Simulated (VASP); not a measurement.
# Li (R-3m) in VASP: further runs

Li is run at these levels: PBEsol; tasks: single point.

Program: VASP 6.6.1. These are calculated values, not measurements. Logs are shortened: lines on timing, memory, paths and dates and some standing lists are left out, and cuts for length are marked.

## 1. The cell of the first run

It takes space group R-3m (No. 166, trigonal). Conventional cell: a = 4.999 Å, b = 4.999 Å, c = 2.970 Å, α = 90.00°, β = 90.00°, γ = 120.00°. Li (site symmetry -3m) has 14 Li at 2.97 to 3.50 Å within 3.9 Å.

## 2. Single point, PBEsol (equal xy, yz and zx shear strains of -2 %)

The input, INCAR:

```
PREC = Accurate ; ENCUT = 520
EDIFF = 1E-7 ; ISMEAR = -1
SIGMA = 0.08 ; LREAL = False
LASPH = True ; NELM = 60
ALGO = Normal ; ISIF = 2
LWAVE = False ; LCHARG = False
GGA = PS ; NBANDS = 8
```

The input, KPOINTS:

```
regular mesh
0
Gamma
  15 15 15
```

The input, POSCAR:

```
Li
1.0
   -1.7850000000      1.7500000000      1.7500000000
    1.7500000000     -1.7850000000      1.7500000000
    1.7500000000      1.7500000000     -1.7850000000
Li
1
Direct
    0.0000000000      0.0000000000      0.0000000000
```

Potentials or basis: VASP PAW PBE potentials, release 64 (Li_sv).

Started as:

```sh
$ cat potpaw_PBE.64/Li_sv/POTCAR > POTCAR
$ mpirun -np 1 vasp_std > vasp.out
```

OUTCAR:

```text
PREC = Accurate
   ENCUT = 520
   EDIFF = 1E-7
   ISMEAR = -1
   LREAL = False
   LASPH = True
   NELM = 60
   ISIF = 2
   GGA = PS

 ion  position               nearest neighbor table
   1  0.000  0.000  0.000-

  LATTYP: Found a trigonal (rhomboedric) cell.
 ALAT       =     3.0514299926
 COS(alpha) =    -0.3420602552

  Lattice vectors:

 A1 = (  -1.7850000000,   1.7500000000,   1.7500000000)
 A2 = (   1.7500000000,  -1.7850000000,   1.7500000000)
 A3 = (   1.7500000000,   1.7500000000,  -1.7850000000)

Analysis of symmetry for initial positions (statically):
=====================================================================
 Subroutine PRICEL returns:
 Original cell was already a primitive cell.

 Routine SETGRP: Setting up the symmetry group for a
 trigonal (rhombohedral) supercell.

 Subroutine GETGRP returns: Found 12 space group operations
 (whereof 12 operations were pure point group operations)
 out of a pool of 12 trial point group operations.

The static configuration has the point symmetry D_3d.

Analysis of symmetry for dynamics (positions and initial velocities):
=====================================================================
 Subroutine PRICEL returns:
 Original cell was already a primitive cell.

 Routine SETGRP: Setting up the symmetry group for a
 trigonal (rhombohedral) supercell.

 Subroutine GETGRP returns: Found 12 space group operations
 (whereof 12 operations were pure point group operations)
 out of a pool of 12 trial point group operations.

The dynamic configuration has the point symmetry D_3d.

 Subroutine INISYM returns: Found 12 space group operations
 (whereof 12 operations are pure point group operations),
 and found     1 'primitive' translations

----------------------------------------------------------------------------------------

                                     Primitive cell

  volume of cell :      21.4310

  direct lattice vectors                    reciprocal lattice vectors
    -1.785000000  1.750000000  1.750000000     0.005773172  0.288658603  0.288658603
     1.750000000 -1.785000000  1.750000000     0.288658603  0.005773172  0.288658603
     1.750000000  1.750000000 -1.785000000     0.288658603  0.288658603  0.005773172

  length of vectors
     3.051429993  3.051429993  3.051429993     0.408265732  0.408265732  0.408265732

  position of ions in fractional coordinates (direct lattice)
     0.000000000  0.000000000  0.000000000

  ion indices of the primitive-cell ions
   primitive index   ion index
                 1           1

----------------------------------------------------------------------------------------

 KPOINTS: regular mesh

Automatic generation of k-mesh.
 Grid dimensions read from file:
 generate k-points for:   15   15   15

 Generating k-lattice:

  Cartesian coordinates                     Fractional coordinates (reciprocal lattice)
     0.000384878  0.019243907  0.019243907     0.066666667  0.000000000  0.000000000
     0.019243907  0.000384878  0.019243907     0.000000000  0.066666667  0.000000000
     0.019243907  0.019243907  0.000384878    -0.000000000 -0.000000000  0.066666667

  Length of vectors
     0.027217715  0.027217715  0.027217715

  Shift w.r.t. Gamma in fractional coordinates (k-lattice)
     0.000000000  0.000000000  0.000000000

 Subroutine IBZKPT returns following result:
 ===========================================

 Found    344 irreducible k-points:

 Following reciprocal coordinates:
            Coordinates               Weight
  0.000000  0.000000  0.000000      1.000000
  0.066667 -0.000000 -0.000000      6.000000
  0.133333 -0.000000 -0.000000      6.000000
  0.200000 -0.000000 -0.000000      6.000000
  0.266667 -0.000000 -0.000000      6.000000
  0.333333 -0.000000 -0.000000      6.000000
[... 16 lines left out ...]
  0.133333  0.133333 -0.000000      6.000000
  0.200000  0.133333  0.000000     12.000000
 [... further k-points ...]
   k-points           NKPTS =    344   k-points in BZ     NKDIM =    344   number of bands    NBANDS=      8
   number of dos      NEDOS =    301   number of ions     NIONS =      1
   total plane-waves  NPLWV =  13824
   dimension x,y,z NGX =    24 NGY =   24 NGZ =   24
   dimension x,y,z NGXF=    48 NGYF=   48 NGZF=   48
   ions per type =               1
   NGX,Y,Z   is equivalent  to a cutoff of  13.08, 13.08, 13.08 a.u.
   NGXF,Y,Z  is equivalent  to a cutoff of  26.15, 26.15, 26.15 a.u.
 SYSTEM =  unknown system
   PREC   = accura    normal or accurate (medium, high low for compatibility)
   ISTART =      0    job   : 0-new  1-cont  2-samecut
   ICHARG =      2    charge: 1-file 2-atom 10-const
   ISPIN  =      1    spin polarized calculation?
   LNONCOLLINEAR =      F non collinear calculations
   LSORBIT =      F    spin-orbit coupling
   LASPH  =      T    aspherical Exc in radial PAW
   ENCUT  =  520.0 eV  38.22 Ry    6.18 a.u.   5.67  5.67  5.67*2*pi/ulx,y,z
   NELM   =     60;   NELMIN=  2; NELMDL= -5     # of ELM steps
   EDIFF  = 0.1E-06   stopping-criterion for ELM
   LREAL  =      F    real-space projection
   EDIFFG = 0.1E-05   stopping-criterion for IOM
   NSW    =      0    number of steps for IOM
   IBRION =     -1    ionic relax: 0-MD 1-quasi-New 2-CG
   NFREE  =      0    steps in history (QN), initial steepest desc. (CG)
   ISIF   =      2    stress and relaxation
   ISYM   =      2    0-nonsym 1-usesym 2-fastsym
   POTIM  = 0.5000    time-step for ionic-motion
   TEBEG  =    0.0;   TEEND  =   0.0 temperature during run
   PSTRESS=    0.0 pullay stress
   NELECT =       3.0000    total number of electrons
   NUPDOWN=      -1.0000    fix difference up-down
   EMIN   =  10.00;   EMAX   =-10.00  energy-range for DOS
   EFERMI =   0.00;   METHOD = LEGACY
   ISMEAR =    -1;   SIGMA  =   0.08  broadening in eV -4-tet -1-fermi 0-gaus
   EFERMI_NEDOS =   21; number of points for ismear=-14 and -15
   IALGO  =     38    algorithm
   IMIX   =      4    mixing-type and parameters
     AMIX     =   0.40;   BMIX     =  1.00
     AMIX_MAG =   1.60;   BMIX_MAG =  1.00
  volume/ion in A,a.u.               =      21.43       144.62
  Fermi-wavevector in a.u.,A,eV,Ry     =   0.850030  1.606324  9.830904  0.722551
  Thomas-Fermi vector in A             =   1.965943
   LORBIT       =      0    0 simple, 1 ext, 2 COOP (PROOUT), +10 PAW based schemes
   GGA     = PS    functional components
   LHFCALC =     F    Hartree Fock is set to
   AEXX    =    0.0000 exact exchange contribution
   IVDW    =     0    specifies the selected vdW correction
   LEPSILON=     F    determine dielectric tensor
   LRPA    =     F    only Hartree local field effects (RPA)
 non-spin polarized calculation
  energy-cutoff  :      520.00
  volume of cell :       21.43
 maximum number of plane-waves:       592
   NGX = 11   NGY = 11   NGZ = 11

 number of electron       2.9999994 magnetization

 Free energy of the ion-electron system (eV)
  ---------------------------------------------------
  ext. energy  EPLUGINS =         0.00000000
  ---------------------------------------------------
  free energy    TOTEN  =        -1.96698453 eV

  energy without entropy =       -1.95589927  energy(sigma->0) =       -1.96144190

 E-fermi :   0.5028     XC(G=0):  -6.8831

 val. band max:        0.4978787098   @ k =  -0.2000  -0.3333   0.0667
 cond. band min:       0.5179422211   @ k =  -0.4667   0.4667   0.0000
 fundamental gap:      0.0200635113
 Fermi energy:         0.5028270399

 k-point     1 :       0.0000    0.0000    0.0000
  band No.  band energies     occupation
      1     -45.5355      2.00000
      2      -3.0051      2.00000
      3      14.3491      0.00000
      4      14.3491      0.00000
      5      14.8866      0.00000
      6      18.9960      0.00000
      7      18.9960      0.00000
      8      19.0441      0.00000

 k-point     2 :       0.0667   -0.0000   -0.0000
  band No.  band energies     occupation
      1     -45.5348      2.00000
      2      -2.9212      2.00000
      3      13.9791      0.00000
      4      14.2264      0.00000
      5      14.3178      0.00000
      6      18.0705      0.00000
      7      18.1444      0.00000
      8      19.2767      0.00000

 k-point     3 :       0.1333   -0.0000   -0.0000
  band No.  band energies     occupation
      1     -45.5327      2.00000
      2      -2.6689      2.00000
      3      12.6931      0.00000
      4      13.2193      0.00000
      5      13.8677      0.00000
      6      16.8718      0.00000
      7      16.9811      0.00000
      8      18.7481      0.00000

 k-point     4 :       0.2000   -0.0000   -0.0000
  band No.  band energies     occupation
      1     -45.5295      2.00000
      2      -2.2483      2.00000
      3      10.6524      0.00000
      4      12.3347      0.00000
      5      13.3506      0.00000
      6      15.7987      0.00000
      7      16.5394      0.00000
      8      18.7861      0.00000

 k-point     5 :       0.2667   -0.0000   -0.0000
  band No.  band energies     occupation
      1     -45.5258      2.00000
      2      -1.6619      2.00000
      3       8.5845      0.00000
      4      11.5682      0.00000
      5      12.8073      0.00000
      6      14.9153      0.00000
      7      16.4438      0.00000
      8      19.2466      0.00000

 k-point     6 :       0.3333   -0.0000   -0.0000
  band No.  band energies     occupation
      1     -45.5223      2.00000
      2      -0.9211      2.00000
      3       6.6766      0.00000
      4      10.9709      0.00000
      5      12.3414      0.00000
      6      14.2438      0.00000
      7      16.5221      0.00000
      8      20.0069      0.00000

 k-point     7 :       0.4000   -0.0000   -0.0000
  band No.  band energies     occupation
      1     -45.5195      2.00000
      2      -0.0714      1.99847
      3       5.0314      0.00000
      4      10.5652      0.00000
      5      12.0095      0.00000
      6      13.7930      0.00000
      7      16.6677      0.00000
      8      20.9530      0.00000

 k-point     8 :       0.4667   -0.0000   -0.0000
  band No.  band energies     occupation
      1     -45.5180      2.00000
      2       0.6829      0.19047
      3       3.8751      0.00000
      4      10.3604      0.00000
      5      11.8382      0.00000
      6      13.5668      0.00000
      7      16.7783      0.00000
      8      21.8174      0.00000

 k-point     9 :       0.0667    0.0667   -0.0000
  band No.  band energies     occupation
      1     -45.5333      2.00000
      2      -2.7497      2.00000
      3      13.3700      0.00000
      4      13.4172      0.00000
      5      13.9226      0.00000
      6      17.0363      0.00000
      7      17.4128      0.00000
      8      18.6722      0.00000

 k-point    10 :       0.1333    0.0667   -0.0000
  band No.  band energies     occupation
      1     -45.5305      2.00000
      2      -2.4097      2.00000
      3      11.6595      0.00000
      4      12.4436      0.00000
      5      13.3663      0.00000
      6      16.4515      0.00000
      7      16.6192      0.00000
      8      18.7041      0.00000
[... 78 lines left out ...]
 k-point    18 :      -0.3333    0.0667    0.0000
  band No.  band energies     occupation
      1     -45.5239      2.00000
      2      -1.2601      2.00000
      3       7.6539      0.00000
      4      10.7629      0.00000
      5      11.8687      0.00000
      6      15.5790      0.00000
      7      16.6227      0.00000
      8      19.6802      0.00000

 k-point    19 :      -0.2667    0.0667    0.0000
  band No.  band energies     occupation
      1     -45.5276      2.00000
      2      -1.9248      2.00000
      3       9.6519      0.00000
      4      11.3918      0.00000
      5      12.4388      0.00000
      6      16.1823      0.00000
      7      16.5920      0.00000
      8      19.1891      0.00000

 k-point    20 :      -0.2000    0.0667    0.0000
  band No.  band energies     occupation
      1     -45.5309      2.00000
      2      -2.4263      2.00000
      3      11.7333      0.00000
      4      12.1618      0.00000
      5      13.1006      0.00000
      6      16.6660      0.00000
      7      16.8815      0.00000
      8      19.0805      0.00000

 k-point    21 :      -0.1333    0.0667    0.0000
  band No.  band energies     occupation
      1     -45.5335      2.00000
      2      -2.7597      2.00000
      3      12.9943      0.00000
      4      13.4530      0.00000
      5      13.8932      0.00000
      6      17.0557      0.00000
      7      17.5310      0.00000
      8      19.1654      0.00000

 k-point    22 :      -0.0667    0.0667    0.0000
  band No.  band energies     occupation
      1     -45.5349      2.00000
      2      -2.9244      2.00000
      3      13.7493      0.00000
      4      14.0011      0.00000
      5      14.6905      0.00000
      6      17.6447      0.00000
      7      18.2900      0.00000
      8      19.3590      0.00000

 k-point    23 :       0.1333    0.1333   -0.0000
  band No.  band energies     occupation
      1     -45.5275      2.00000
      2      -1.9822      2.00000
      3      10.4475      0.00000
      4      10.9576      0.00000
      5      12.6269      0.00000
      6      16.2796      0.00000
      7      16.7371      0.00000
      8      19.0052      0.00000

 k-point    24 :       0.2000    0.1333    0.0000
  band No.  band energies     occupation
      1     -45.5242      2.00000
      2      -1.3881      2.00000
      3       8.5692      0.00000
      4      10.0604      0.00000
      5      11.9675      0.00000
      6      16.3104      0.00000
      7      16.7235      0.00000
      8      19.5254      0.00000

 [... further k-points ...]

------------------------ aborting loop because EDIFF is reached ----------------------------------------

  FORCE on cell =-STRESS in cart. coord.  units (eV):
  Direction    XX          YY          ZZ          XY          YZ          ZX
  --------------------------------------------------------------------------------------
  -------------------------------------------------------------------------------------
  Total       -0.1050554     -0.1050554     -0.1050554      0.0299107      0.0299107      0.0299107
  in kB       -7.8539093     -7.8539093     -7.8539093      2.2361130      2.2361130      2.2361130
  external PRESSURE =      -7.8539093 kB  Pullay stress =       0.0000000 kB

 VOLUME and BASIS-vectors are now :
 -----------------------------------------------------------------------------
  energy-cutoff  :      520.00
  volume of cell :       21.43
      direct lattice vectors                 reciprocal lattice vectors
    -1.785000000  1.750000000  1.750000000     0.005773172  0.288658603  0.288658603
     1.750000000 -1.785000000  1.750000000     0.288658603  0.005773172  0.288658603
     1.750000000  1.750000000 -1.785000000     0.288658603  0.288658603  0.005773172

 POSITION                                       TOTAL-FORCE (eV/Angst)
 -----------------------------------------------------------------------------------
      0.00000      0.00000      0.00000         0.000000     -0.000000      0.000000
 -----------------------------------------------------------------------------------
    total drift:                               -0.000000     -0.000000      0.000000

  FREE ENERGIE OF THE ION-ELECTRON SYSTEM (eV)
  ---------------------------------------------------
  free  energy   TOTEN  =        -1.9669845328 eV

  energy  without entropy=       -1.9558992706  energy(sigma->0) =       -1.96144190
```

Run time: 36 s. Hardware: 1 thread of AMD EPYC 7R13 (Zen 3), shared host; peak memory 0.13 GiB.

What came out:

```yaml
Free_energy: -1.9670 eV
Band_gap_on_the_k_mesh: zero (an odd number of electrons rules out a gap without spin polarisation)
```

Caveat: the cell differs from its parent crystal (equal xy, yz and zx shear strains of -2 %); the cutoff is under 1.25 times the usual one of these potentials, so pressure, stress and relaxed cells hold a basis-set (Pulay) error; the PAW data sets were made with another functional, which shifts forces and pressure a little.

## 3. Single point, PBEsol (equal xy, yz and zx shear strains of +1 %)

The input, INCAR:

```
SYSTEM = Li
ALGO = Normal ; EDIFF = 1E-6
ENCUT = 520 ; GGA = PS
ISIF = 2 ; ISMEAR = -1
LASPH = .TRUE. ; LCHARG = .FALSE.
LREAL = .FALSE. ; LWAVE = .FALSE.
NBANDS = 8 ; NELM = 80
PREC = Accurate ; SIGMA = 0.08
```

The input, KPOINTS:

```
k-points
0
G
  15 15 15
  0 0 0
```

The input, POSCAR:

```
Li
1.0
   -1.7325000000      1.7500000000      1.7500000000
    1.7500000000     -1.7325000000      1.7500000000
    1.7500000000      1.7500000000     -1.7325000000
Li
1
Direct
    0.0000000000      0.0000000000      0.0000000000
```

Potentials or basis: VASP PAW PBE potentials, release 64 (Li_sv).

Started as:

```sh
$ cat potpaw_PBE.64/Li_sv/POTCAR > POTCAR
$ mpirun -np 1 vasp_std > vasp.out
```

It took 39 s on 1 thread of AMD EPYC 7R13 (Zen 3), shared host; peak memory 0.13 GiB.

The run converged. Its results:

| Property | Result |
| --- | --- |
| Free energy | -1.9676 eV |
| Band gap on the k mesh | zero (an odd number of electrons rules out a gap without spin polarisation) |

Levels at points of the mesh, in eV from the Fermi level:
| k point | band 1 | band 2 | band 3 | band 4 |
| --- | --- | --- | --- | --- |
| (0.00, 0.00, 0.00) | -46.04 | -3.51 | 13.87 | 14.11 |

Caveat: the cell differs from its parent crystal (equal xy, yz and zx shear strains of +1 %); the cutoff is under 1.25 times the usual one of these potentials, so pressure, stress and relaxed cells hold a basis-set (Pulay) error; the PAW data sets were made with another functional, which shifts forces and pressure a little.

## 4. Single point, PBEsol (equal xy, yz and zx shear strains of +3 %)

The input, INCAR:

```
SYSTEM = Li
  PREC = Accurate
  ENCUT = 520
  EDIFF = 1E-6
  ISMEAR = -1
  SIGMA = 0.08
  LREAL = .False.
  LASPH = .True.
  NELM = 80
  ALGO = Normal
  ISIF = 2
  LWAVE = .False.
  LCHARG = .True.
  GGA = PS
  LELF = .True.
  LVHAR = .True.
  NBANDS = 8
```

The input, KPOINTS:

```
regular mesh
0
Gamma
  15 15 15
  0 0 0
```

The input, POSCAR:

```
Li
1.0
   -1.6975000000      1.7500000000      1.7500000000
    1.7500000000     -1.6975000000      1.7500000000
    1.7500000000      1.7500000000     -1.6975000000
Li
1
Direct
    0.0000000000      0.0000000000      0.0000000000
```

Started as:

```sh
$ cat potpaw_PBE.64/Li_sv/POTCAR > POTCAR
$ mpirun -np 1 vasp_std > vasp.out
```

Wall time 42 s (1 thread of AMD EPYC 7R13 (Zen 3), shared host); peak memory 0.13 GiB.

Results (log left out):

```yaml
Free_energy: -1.9663 eV
Band_gap_on_the_k_mesh: zero (an odd number of electrons rules out a gap without spin polarisation)
```

Levels at points of the mesh, in eV from the Fermi level:
```tsv
k point	band 1	band 2	band 3	band 4
(0.00, 0.00, 0.00)	-46.04	-3.51	13.58	14.22
```

Caveat: the cell differs from its parent crystal (equal xy, yz and zx shear strains of +3 %); the cutoff is under 1.25 times the usual one of these potentials, so pressure, stress and relaxed cells hold a basis-set (Pulay) error; the PAW data sets were made with another functional, which shifts forces and pressure a little.

## 5. The runs side by side

| cell | gap on the mesh (eV) |
| --- | --- |
| a = 3.051 Å, angles 110.0°, 1 atom | none |
| a = 3.021 Å, angles 109.2°, 1 atom | none |
| a = 3.001 Å, angles 108.6°, 1 atom | none |

Alike in all rows: task single point; level PBEsol; potentials or basis VASP PAW PBE potentials, release 64 (Li_sv); no spin polarisation; k mesh 15 × 15 × 15; cutoff (eV) 520; smearing fermi-dirac 0.08 eV.

Caveats: the cutoff is under 1.25 times the usual one of these potentials, so pressure, stress and relaxed cells hold a basis-set (Pulay) error; the PAW data sets were made with another functional, which shifts forces and pressure a little.

Total energies depend on the potentials used, so only differences within one code and one set of settings carry meaning.
